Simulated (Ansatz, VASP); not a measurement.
# One calculation of TaGe3Ru, two programs

```
Ta Ge Ru
1.0
     5.36043    0.00000    0.00000
    -2.68021    4.64226    0.00000
     0.00000    0.00000    4.77857
Ta Ge Ru
1 3 1
Direct
  0.00000 0.00000 0.50000
  0.50000 0.00000 0.00000
  0.00000 0.50000 0.00000
  0.50000 0.50000 0.00000
  0.00000 0.00000 0.00000
```

Alike in both runs: functional PBE; k mesh 6 × 6 × 4; occupations gaussian, width 0.1 eV; no spin polarisation.

Ansatz relaxed the structure, and its values are those at the end. VASP's run is a single point on that final structure, the one shown.

|  | VASP | Ansatz |
| --- | --- | --- |
| version | VASP 6.6.1 | Ansatz 0.2.0 |
| potentials or method | VASP PAW PBE potentials, release 64 (Ta_pv, Ge_d, Ru_pv), cutoff 520 eV | scalar-relativistic, plane waves, PAW |
| valence electrons in the cell | 67 | 71 |

Ansatz gave:

| Item | Value |
| --- | --- |
| gap on the k mesh at the Fermi level (eV) | none |
| pressure (GPa) | 0.3 |

Which values does VASP return?

gap on the k mesh at the Fermi level (eV): none; pressure (GPa): 0.4.

A gap of «none» marks a metal or a gap that the smearing closes. VASP's potentials hold 67 valence electrons a cell and Ansatz's 71, so a difference there can come from the potentials and not from the codes.

Spin-orbit coupling is off throughout.
